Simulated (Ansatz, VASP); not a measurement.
# BiAsS: VASP beside Ansatz

```
Bi As S
1.0
     4.62939    0.00000    0.00000
    -2.31469    4.00917    0.00000
     0.00000    0.00000    7.38528
Bi As S
2 2 2
Direct
  0.00000 0.00000 0.50000
  0.00000 0.00000 0.00000
  0.33333 0.66667 0.25000
  0.66667 0.33333 0.75000
  0.66667 0.33333 0.25000
  0.33333 0.66667 0.75000
```

Change from the starting cell: species swapped into the YbCuSi type (P6_3/mmc, No. 194).

Alike in both runs: functional PBE; k mesh 12 × 12 × 6; occupations gaussian, width 0.1 eV; no spin polarisation.

Ansatz relaxed the structure, and its values are those at the end. VASP's run is a single point on that final structure, the one shown.

```csv
,VASP,Ansatz
version,VASP 6.6.1,Ansatz 0.2.0
potentials or method,"VASP PAW PBE potentials, release 64 (Bi_d, As, S), cutoff 520 eV","scalar-relativistic, plane waves, PAW"
valence electrons in the cell,52,72
```

```tsv
	VASP	Ansatz	Ansatz less VASP
gap on the k mesh at the Fermi level (eV)	none	none	-
pressure (GPa)	0.0	0.0	+0.03
```

A gap of «none» marks a metal or a gap that the smearing closes. VASP's potentials hold 52 valence electrons a cell and Ansatz's 72, so a difference there can come from the potentials and not from the codes.

Spin-orbit coupling is off throughout.
